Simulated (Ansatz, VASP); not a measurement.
## SrO: VASP beside Ansatz

```
Sr O
1.0
     0.00000    2.48108    2.48108
     2.48108    0.00000    2.48108
     2.48108    2.48108    0.00000
Sr O
1 1
Direct
  0.00000 0.00000 0.00000
  0.50000 0.50000 0.50000
```

Change from the starting cell: hydrostatic strain -3.8%.

Alike in both runs: task single point; functional r2SCAN; k mesh 8 × 8 × 8; no spin polarisation.

|  | VASP | Ansatz |
| --- | --- | --- |
| version | VASP 6.6.1 | Ansatz 0.2.0 |
| potentials or method | VASP PAW PBE potentials, release 64 (Sr_sv, O) | plane waves, PAW |
| plane-wave cutoff (eV) | 520 | 500 |
| occupations | gaussian, width 0.01 eV | fixed |
| valence electrons in the cell | 16 | 16 |

Ansatz gave:

| Quantity | Value |
| --- | --- |
| gap on the k mesh at the Fermi level (eV) | 3.70 |
| pressure (GPa) | 14.3 |

**Question.** Which values does VASP return?

**Answer.** gap on the k mesh at the Fermi level (eV): 3.65; pressure (GPa): 15.2.

VASP's potentials were made for PBE, not for r2SCAN.
